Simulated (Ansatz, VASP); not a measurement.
## Al in VASP and in Ansatz

```
Al
1.0
     2.85774    0.00000    0.00000
     0.00000    2.85774    0.00000
     0.00000    0.00000   19.04146
Al
3
Direct
  0.50000 0.50000 0.39388
  0.00000 0.00000 0.50000
  0.50000 0.50000 0.60612
```

Alike in both runs: task single point; functional PBE; k mesh 12 × 12 × 1; occupations gaussian, width 0.1 eV; no spin polarisation.

|  | VASP | Ansatz |
| --- | --- | --- |
| version | VASP 6.6.1 | Ansatz 0.2.0 |
| potentials or method | VASP PAW PBE potentials, release 64 (Al), cutoff 520 eV | scalar-relativistic, plane waves, PAW |
| valence electrons in the cell | 9 | 9 |

```csv
,VASP,Ansatz,Ansatz less VASP
gap on the k mesh at the Fermi level (eV),none,none,-
rms of the force components (eV/Å),0.004,0.005,+0.0012
```

Atom by atom the forces differ by 0.001 eV/Å (rms over components). A gap of «none» marks a metal or a gap that the smearing closes. With one functional, cell and mesh, what is left measures potentials, basis and numerics.
